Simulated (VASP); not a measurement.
# Al in VASP: further runs

Runs on Al. Level: PBE. Tasks: single point, relaxation of cell and atoms.

Everything below comes from runs of VASP 6.6.1. Logs are shortened: lines on timing, memory, paths and dates and some standing lists are left out, and cuts for length are marked.

## Step 1: The cell of the first run

The typed cell holds 12 atoms: a = 7.545 Å, b = 7.545 Å, c = 5.513 Å, α = 90.00°, β = 90.00°, γ = 120.00°.

## Step 2: Single point, PBE

Input file INCAR:

```
ALGO     = Normal         # electronic algorithm
EDIFF    = 1E-6           # SCF threshold, eV
ENCUT    = 520            # plane-wave cutoff, eV
GGA      = PE             # functional
ISIF     = 2              # what is computed and relaxed
ISMEAR   = 0              # smearing method
LASPH    = True           # aspherical terms in the spheres
LCHARG   = True           # write CHGCAR
LELF     = True           # ELF
LREAL    = False          # projectors in reciprocal space
LVHAR    = True         
LWAVE    = False          # write WAVECAR
NBANDS   = 30             # bands
NELM     = 60             # most SCF steps
PREC     = Accurate       # precision mode
SIGMA    = 0.1            # smearing width, eV
```

Input file KPOINTS:

```
k-points
0
Gamma
  3 3 4
```

Input file POSCAR:

```
Al
1.0
    7.5446286261      0.0000000000      0.0000000000
   -3.7723143130      6.5338400523      0.0000000000
    0.0000000000      0.0000000000      5.5125832788
Al
12
Direct
    0.3258394361      0.3257266258      0.5833278673
    0.6742733742      0.0001128103      0.2499945340
    0.9998871897      0.6741605639      0.9166612007
    0.6741605639      0.6742733742      0.0833278673
    0.3257266258      0.9998871897      0.7499945340
    0.0001128103      0.3258394361      0.4166612007
    0.0001128103      0.6742733742      0.4166721327
    0.3257266258      0.3258394361      0.0833387993
    0.6741605639      0.9998871897      0.7500054660
    0.9998871897      0.3257266258      0.9166721327
    0.6742733742      0.6741605639      0.5833387993
    0.3258394361      0.0001128103      0.2500054660
```

Potentials or basis: VASP PAW PBE potentials, release 64 (Al).

Command:

```console
cat potpaw_PBE.64/Al/POTCAR > POTCAR
mpirun -np 1 vasp_std > vasp.out
```

OUTCAR:

```text
EDIFF = 1E-6
   ENCUT = 520
   GGA = PE
   ISIF = 2
   ISMEAR = 0
   LASPH = True
   LREAL = False
   NELM = 60
   PREC = Accurate

 ion  position               nearest neighbor table
   1  0.326  0.326  0.583-   6 2.62   5 2.62  11 2.63   8 2.76   8 2.76  12 3.07  10 3.07
   2  0.674  0.000  0.250-   4 2.62   6 2.62  12 2.63   9 2.76   9 2.76  10 3.07  11 3.07
   3  1.000  0.674  0.917-   4 2.62   5 2.62  10 2.63   7 2.76   7 2.76  11 3.07  12 3.07
   4  0.674  0.674  0.083-   3 2.62   2 2.62   8 2.63  11 2.76  11 2.76   9 3.07   7 3.07
   5  0.326  1.000  0.750-   1 2.62   3 2.62   9 2.63  12 2.76  12 2.76   7 3.07   8 3.07
   6  0.000  0.326  0.417-   1 2.62   2 2.62   7 2.63  10 2.76  10 2.76   8 3.07   9 3.07
   7  0.000  0.674  0.417-  11 2.62  12 2.62   6 2.63   3 2.76   3 2.76   5 3.07   4 3.07
   8  0.326  0.326  0.083-  10 2.62  12 2.62   4 2.63   1 2.76   1 2.76   6 3.07   5 3.07
   9  0.674  1.000  0.750-  11 2.62  10 2.62   5 2.63   2 2.76   2 2.76   4 3.07   6 3.07
  10  1.000  0.326  0.917-   8 2.62   9 2.62   3 2.63   6 2.76   6 2.76   2 3.07   1 3.07
  11  0.674  0.674  0.583-   7 2.62   9 2.62   1 2.63   4 2.76   4 2.76   3 3.07   2 3.07
  12  0.326  0.000  0.250-   8 2.62   7 2.62   2 2.63   5 2.76   5 2.76   1 3.07   3 3.07

  LATTYP: Found a hexagonal cell.
 ALAT       =     7.5446286261
 C/A-ratio  =     0.7306633039

  Lattice vectors:

 A1 = (   7.5446286261,   0.0000000000,   0.0000000000)
 A2 = (  -3.7723143130,   6.5338400523,   0.0000000000)
 A3 = (   0.0000000000,   0.0000000000,   5.5125832788)

Analysis of symmetry for initial positions (statically):
=====================================================================
 Subroutine PRICEL returns:
 Original cell was already a primitive cell.

 Routine SETGRP: Setting up the symmetry group for a
 hexagonal supercell.

 Subroutine GETGRP returns: Found 12 space group operations
 (whereof  2 operations were pure point group operations)
 out of a pool of 24 trial point group operations.

The static configuration has the point symmetry C_2 .
 The point group associated with its full space group is D_6 .

Analysis of symmetry for dynamics (positions and initial velocities):
=====================================================================
 Subroutine PRICEL returns:
 Original cell was already a primitive cell.

 Routine SETGRP: Setting up the symmetry group for a
 hexagonal supercell.

 Subroutine GETGRP returns: Found 12 space group operations
 (whereof  2 operations were pure point group operations)
 out of a pool of 24 trial point group operations.

The dynamic configuration has the point symmetry C_2 .
 The point group associated with its full space group is D_6 .

 Subroutine INISYM returns: Found 12 space group operations
 (whereof  2 operations are pure point group operations),
 and found     1 'primitive' translations

----------------------------------------------------------------------------------------

                                     Primitive cell

  volume of cell :     271.7450

  direct lattice vectors                    reciprocal lattice vectors
     7.544628626  0.000000000  0.000000000     0.132544629  0.076524677  0.000000000
    -3.772314313  6.533840052  0.000000000     0.000000000  0.153049354  0.000000000
     0.000000000  0.000000000  5.512583279     0.000000000  0.000000000  0.181403155

  length of vectors
     7.544628626  7.544628626  5.512583279     0.153049354  0.153049354  0.181403155

  position of ions in fractional coordinates (direct lattice)
     0.325839436  0.325726626  0.583327867
     0.674273374  0.000112810  0.249994534
     0.999887190  0.674160564  0.916661201
     0.674160564  0.674273374  0.083327867
     0.325726626  0.999887190  0.749994534
     0.000112810  0.325839436  0.416661201
     0.000112810  0.674273374  0.416672133
     0.325726626  0.325839436  0.083338799
     0.674160564  0.999887190  0.750005466
     0.999887190  0.325726626  0.916672133
     0.674273374  0.674160564  0.583338799
     0.325839436  0.000112810  0.250005466

  ion indices of the primitive-cell ions
   primitive index   ion index
                 1           1
                 2           2
                 3           3
                 4           4
                 5           5
                 6           6
                 7           7
                 8           8
                 9           9
                10          10
                11          11
                12          12

----------------------------------------------------------------------------------------

 KPOINTS: k-points

Automatic generation of k-mesh.
 Grid dimensions read from file:
 generate k-points for:    3    3    4

 Generating k-lattice:

  Cartesian coordinates                     Fractional coordinates (reciprocal lattice)
     0.044181543  0.025508226  0.000000000     0.333333333  0.000000000  0.000000000
[... 44 lines left out ...]
   LREAL  =      F    real-space projection
   EDIFFG = 0.1E-04   stopping-criterion for IOM
   NSW    =      0    number of steps for IOM
   IBRION =     -1    ionic relax: 0-MD 1-quasi-New 2-CG
   NFREE  =      0    steps in history (QN), initial steepest desc. (CG)
   ISIF   =      2    stress and relaxation
   ISYM   =      2    0-nonsym 1-usesym 2-fastsym
   POTIM  = 0.5000    time-step for ionic-motion
   TEBEG  =    0.0;   TEEND  =   0.0 temperature during run
   PSTRESS=    0.0 pullay stress
   NELECT =      36.0000    total number of electrons
   NUPDOWN=      -1.0000    fix difference up-down
   EMIN   =  10.00;   EMAX   =-10.00  energy-range for DOS
   EFERMI =   0.00;   METHOD = LEGACY
   ISMEAR =     0;   SIGMA  =   0.10  broadening in eV -4-tet -1-fermi 0-gaus
   EFERMI_NEDOS =   21; number of points for ismear=-14 and -15
   IALGO  =     38    algorithm
   IMIX   =      4    mixing-type and parameters
     AMIX     =   0.40;   BMIX     =  1.00
     AMIX_MAG =   1.60;   BMIX_MAG =  1.00
  volume/ion in A,a.u.               =      22.65       152.82
  Fermi-wavevector in a.u.,A,eV,Ry     =   0.834555  1.577081  9.476222  0.696483
  Thomas-Fermi vector in A             =   1.947966
   LORBIT       =      0    0 simple, 1 ext, 2 COOP (PROOUT), +10 PAW based schemes
   GGA     = PE    functional components
   LHFCALC =     F    Hartree Fock is set to
   AEXX    =    0.0000 exact exchange contribution
   IVDW    =     0    specifies the selected vdW correction
   LEPSILON=     F    determine dielectric tensor
   LRPA    =     F    only Hartree local field effects (RPA)
 non-spin polarized calculation
 Gauss-broadening in eV      SIGMA  =   0.10
  energy-cutoff  :      520.00
  volume of cell :      271.74
 maximum number of plane-waves:      7347
   NGX = 29   NGY = 29   NGZ = 21

 number of electron      36.0000000 magnetization

 Free energy of the ion-electron system (eV)
  ---------------------------------------------------
  ext. energy  EPLUGINS =         0.00000000
  ---------------------------------------------------
  free energy    TOTEN  =       -41.35681401 eV

  energy without entropy =      -41.34856726  energy(sigma->0) =      -41.35269064

 E-fermi :   4.4467     XC(G=0):  -8.7984

 val. band max:        4.3469876532   @ k =   0.3333  -0.0000   0.5000
 cond. band min:       4.6407292901   @ k =   0.3333  -0.0000   0.2500
 fundamental gap:      0.2937416369
 Fermi energy:         4.4467444492

 k-point     1 :       0.0000    0.0000    0.0000
  band No.  band energies     occupation
      1      -4.5665      2.00000
      2      -2.1280      2.00000
      3      -2.1280      2.00000
      4      -1.7220      2.00000
      5      -1.7220      2.00000
      6       0.1920      2.00000
[... 22 lines left out ...]
     29       8.7228      0.00000
     30       8.7228      0.00000
[... 233 lines left out ...]
  band No.  band energies     occupation
      1      -2.5099      2.00000
      2      -2.5099      2.00000
      3      -2.2838      2.00000
      4      -2.2838      2.00000
      5      -2.2801      2.00000
      6      -2.2801      2.00000
[... 22 lines left out ...]
     29       7.1825      0.00000
     30       7.1825      0.00000

------------------------ aborting loop because EDIFF is reached ----------------------------------------

  FORCE on cell =-STRESS in cart. coord.  units (eV):
  Direction    XX          YY          ZZ          XY          YZ          ZX
  --------------------------------------------------------------------------------------
  -------------------------------------------------------------------------------------
  Total       -0.0054111     -0.0054111     -0.0135333     -0.0000000      0.0000000      0.0000000
  in kB       -0.0319031     -0.0319031     -0.0797909     -0.0000000      0.0000000      0.0000000
  external PRESSURE =      -0.0478657 kB  Pullay stress =       0.0000000 kB

 VOLUME and BASIS-vectors are now :
 -----------------------------------------------------------------------------
  energy-cutoff  :      520.00
  volume of cell :      271.74
      direct lattice vectors                 reciprocal lattice vectors
     7.544628626  0.000000000  0.000000000     0.132544629  0.076524677  0.000000000
    -3.772314313  6.533840052  0.000000000     0.000000000  0.153049354  0.000000000
     0.000000000  0.000000000  5.512583279     0.000000000  0.000000000  0.181403155

 POSITION                                       TOTAL-FORCE (eV/Angst)
 -----------------------------------------------------------------------------------
      1.22959      2.12825      3.21564         0.001242      0.003408     -0.000187
      5.08672      0.00074      1.37812        -0.003573     -0.000628     -0.000187
      5.00063      4.40486      5.05317         0.002331     -0.002780     -0.000187
      2.54272      4.40559      0.45935        -0.001242     -0.003408     -0.000187
     -1.31440      6.53310      4.13441         0.003573      0.000628     -0.000187
     -1.22832      2.12898      2.29688        -0.002331      0.002780     -0.000187
     -2.54272      4.40559      2.29694         0.001242     -0.003408      0.000187
      1.22832      2.12898      0.45941         0.002331      0.002780      0.000187
      1.31440      6.53310      4.13447        -0.003573      0.000628      0.000187
      6.31503      2.12825      5.05323        -0.001242      0.003408      0.000187
      2.54400      4.40486      3.21570        -0.002331     -0.002780      0.000187
      2.45791      0.00074      1.37818         0.003573     -0.000628      0.000187
 -----------------------------------------------------------------------------------
    total drift:                               -0.000000      0.000000     -0.000000

  FREE ENERGIE OF THE ION-ELECTRON SYSTEM (eV)
  ---------------------------------------------------
  free  energy   TOTEN  =       -41.3568140091 eV

  energy  without entropy=      -41.3485672616  energy(sigma->0) =      -41.35269064
```

Run time: 46 s. Hardware: 1 thread of Intel Xeon 6975P-C (Granite Rapids), shared host; peak memory 0.34 GiB.

Results:

* Free energy: -41.3568 eV
* Pressure: 0.0 GPa
* Largest force: 0.004 eV/Å
* Band gap on the k mesh: zero (band 18 reaches 5.10 eV, above the bottom of band 19 at 4.03 eV)

Forces on the atoms (eV/Å):
```
Al   0.001  0.003  0.000
Al  -0.004 -0.001  0.000
Al   0.002 -0.003  0.000
Al  -0.001 -0.003  0.000
Al   0.004  0.001  0.000
Al  -0.002  0.003  0.000
Al   0.001 -0.003  0.000
Al   0.002  0.003  0.000
Al  -0.004  0.001  0.000
Al  -0.001  0.003  0.000
Al  -0.002 -0.003  0.000
Al   0.004 -0.001  0.000
```

Levels at points of the mesh, in eV from the Fermi level:
```csv
k point,band 15,band 16,band 17,band 18,band 19,band 20,band 21,band 22
"(0.00, 0.00, 0.00)",-1.53,-1.53,-1.38,-0.41,-0.41,0.37,1.08,1.08
"(0.00, 0.00, 0.50)",0.58,0.58,0.66,0.66,1.26,1.26,1.41,1.41
```

## Step 3: Single point, PBE

This run uses another cell than the first one: it holds 6 atoms, not 12.

Input file INCAR:

```
SYSTEM = Al
  ALGO = Fast
  EDIFF = 1E-7
  ENCUT = 520
  GGA = PE
  ISIF = 2
  ISMEAR = 0
  LASPH = .True.
  LCHARG = .True.
  LELF = .True.
  LREAL = .False.
  LVHAR = .True.
  LWAVE = .False.
  NBANDS = 18
  NELM = 60
  PREC = Accurate
  SIGMA = 0.1
```

Input file KPOINTS:

```
k-points
0
Gamma
  6 6 14
  0 0 0
```

Input file POSCAR:

```
Al
1.0
    7.5650367762      0.0000000000      0.0000000000
   -3.7825183881      6.5515140287      0.0000000000
    0.0000000000      0.0000000000      2.7468248615
Al
6
Direct
    0.3259693500      0.3259693500      0.1666666667
    0.6740306500      0.0000000000      0.5000000000
    0.0000000000      0.6740306500      0.8333333333
    0.6740306500      0.6740306500      0.1666666667
    0.3259693500      0.0000000000      0.5000000000
    0.0000000000      0.3259693500      0.8333333333
```

Potentials or basis: VASP PAW PBE potentials, release 64 (Al).

Command:

```console
cat potpaw_PBE.64/Al/POTCAR > POTCAR
mpirun -np 1 vasp_std > vasp.out
```

It took 59 s on 1 thread of Intel Xeon 6975P-C (Granite Rapids), shared host; peak memory 0.28 GiB.

The run converged. Its results:

```
Free energy            : -20.6883 eV
Pressure               : 0.0 GPa
Band gap on the k mesh : zero (band 9 reaches 5.24 eV, above the bottom of band 10 at 3.08 eV)
```

Levels at points of the mesh, in eV from the Fermi level:
| k point | band 6 | band 7 | band 8 | band 9 | band 10 | band 11 | band 12 | band 13 |
| --- | --- | --- | --- | --- | --- | --- | --- | --- |
| (0.00, 0.00, 0.00) | -3.72 | -3.48 | -0.68 | -0.68 | 0.05 | 2.31 | 2.31 | 4.57 |
| (0.50, 0.00, 0.00) | -4.02 | -2.20 | -2.11 | -1.92 | 0.19 | 2.06 | 2.30 | 2.39 |
| (0.00, 0.00, 0.50) | -1.99 | -1.97 | -1.75 | -1.75 | -1.59 | 0.87 | 0.87 | 1.22 |
| (0.50, 0.00, 0.50) | -2.75 | -1.52 | -1.41 | -0.01 | 0.02 | 0.79 | 0.87 | 2.23 |

## Step 4: Relaxation of cell and atoms, PBE

This run uses another cell than the first one: it holds 6 atoms, not 12.

Input file INCAR:

```
SYSTEM = Al
PREC     = Accurate       ! precision mode
ENCUT    = 600            ! plane-wave cutoff, eV
EDIFF    = 1E-6           ! SCF threshold, eV
ISMEAR   = 0              ! smearing method
SIGMA    = 0.1            ! smearing width, eV
LREAL    = .FALSE.        ! projectors in reciprocal space
LASPH    = .TRUE.         ! aspherical terms in the spheres
NELM     = 60             ! most SCF steps
ALGO     = Fast           ! electronic algorithm
ISIF     = 3              ! what is computed and relaxed
LWAVE    = .FALSE.        ! write WAVECAR
LCHARG   = .FALSE.        ! write CHGCAR
GGA      = PE             ! functional
IBRION   = 2              ! ionic algorithm
NSW      = 100            ! ionic steps
EDIFFG   = -0.01          ! ionic threshold
```

Input file KPOINTS:

```
Automatic mesh
0
G
  6 6 14
  0 0 0
```

Input file POSCAR:

```
Al
1.0
    7.5446286261      0.0000000000      0.0000000000
   -3.7723143130      6.5338400523      0.0000000000
    0.0000000000      0.0000000000      2.7562916394
Al
6
Direct
    0.3257830309      0.3257830309      0.1666666667
    0.6742169691      0.0000000000      0.5000000000
    0.0000000000      0.6742169691      0.8333333333
    0.6742169691      0.6742169691      0.1666666667
    0.3257830309      0.0000000000      0.5000000000
    0.0000000000      0.3257830309      0.8333333333
```

Command:

```console
cat potpaw_PBE.64/Al/POTCAR > POTCAR
mpirun -np 1 vasp_std > vasp.out
```

Wall time 88 s (1 thread of Intel Xeon 6975P-C (Granite Rapids), shared host); peak memory 0.33 GiB.

It converged, with:

| Item | Value |
| --- | --- |
| Free energy | -20.6886 eV |
| Relaxed volume | 22.68 Å³/atom |
| Relaxed cell | a = 7.563 Å, b = 7.563 Å, c = 2.747 Å, α = 90.00°, β = 90.00°, γ = 120.00° |
| Space group after relaxing (to 0.05 Å) | P6_422 (No. 181) |
| Energy gained by relaxing | 0.3 meV/atom |
| Ionic steps | 5 |
| Pressure after relaxing | 0.0 GPa |
| Largest force after relaxing | 0.004 eV/Å |
| Band gap on the k mesh | zero (band 9 reaches 5.25 eV, above the bottom of band 10 at 3.09 eV) |

Forces in eV/Å, atoms in the order of the input:
```
Al   0.002  0.004  0.000
Al  -0.004  0.000  0.000
Al   0.002 -0.004  0.000
Al  -0.002 -0.004  0.000
Al   0.004  0.000  0.000
Al  -0.002  0.004  0.000
```

The path:
```tsv
step	energy change (eV)	largest force (eV/Å)	pressure (GPa)	volume (Å³)
1	0.0000	0.0104	0.06	135.87
2	-0.0016	0.0102	0.02	136.04
3	-0.0016	0.0102	0.01	136.03
4	-0.0016	0.0102	0.01	136.03
5	-0.0016	0.0045	0.00	136.07
```

Final structure:
```cif
data_structure
_symmetry_space_group_name_H-M 'P 1'
_symmetry_Int_Tables_number 1
_cell_length_a 7.5633
_cell_length_b 7.5633
_cell_length_c 2.7467
_cell_angle_alpha 90.000
_cell_angle_beta 90.000
_cell_angle_gamma 120.000
_cell_volume 136.07
loop_
_atom_site_label
_atom_site_type_symbol
_atom_site_fract_x
_atom_site_fract_y
_atom_site_fract_z
_atom_site_occupancy
Al1 Al 0.32591 0.32591 0.16667 1
Al2 Al 0.67409 0.00000 0.50000 1
Al3 Al 0.00000 0.67409 0.83333 1
Al4 Al 0.67409 0.67409 0.16667 1
Al5 Al 0.32591 0.00000 0.50000 1
Al6 Al 0.00000 0.32591 0.83333 1
```

Levels at points of the mesh, in eV from the Fermi level:
```csv
k point,band 7,band 8,band 9,band 10,band 11,band 12
"(0.00, 0.00, 0.00)",-3.48,-0.68,-0.68,0.06,2.31,2.31
"(0.50, 0.00, 0.00)",-2.20,-2.11,-1.92,0.20,2.07,2.30
"(0.00, 0.00, 0.50)",-1.97,-1.75,-1.75,-1.59,0.87,0.87
"(0.50, 0.00, 0.50)",-1.52,-1.41,-0.01,0.02,0.79,0.87
```

## Step 5: Summary

| task | cell | k mesh | cutoff (eV) | gap on the mesh (eV) | pressure (GPa) |
| --- | --- | --- | --- | --- | --- |
| single point | a = 7.545, b = 7.545, c = 5.513 Å, angles 90.0, 90.0, 120.0°, 12 atoms | 3 × 3 × 4 | 520 | none | 0.0 |
| single point | a = 7.565, b = 7.565, c = 2.747 Å, angles 90.0, 90.0, 120.0°, 6 atoms | 6 × 6 × 14 | 520 | none | 0.0 |
| relaxation of cell and atoms | relaxed from a = 7.545, b = 7.545, c = 2.756 Å, angles 90.0, 90.0, 120.0°, 6 atoms | 6 × 6 × 14 | 600 | none | 0.0 |

Alike in all rows: level PBE; potentials or basis VASP PAW PBE potentials, release 64 (Al); no spin polarisation; smearing gaussian 0.1 eV.

Absolute energies hang on the potentials; compare differences alone.
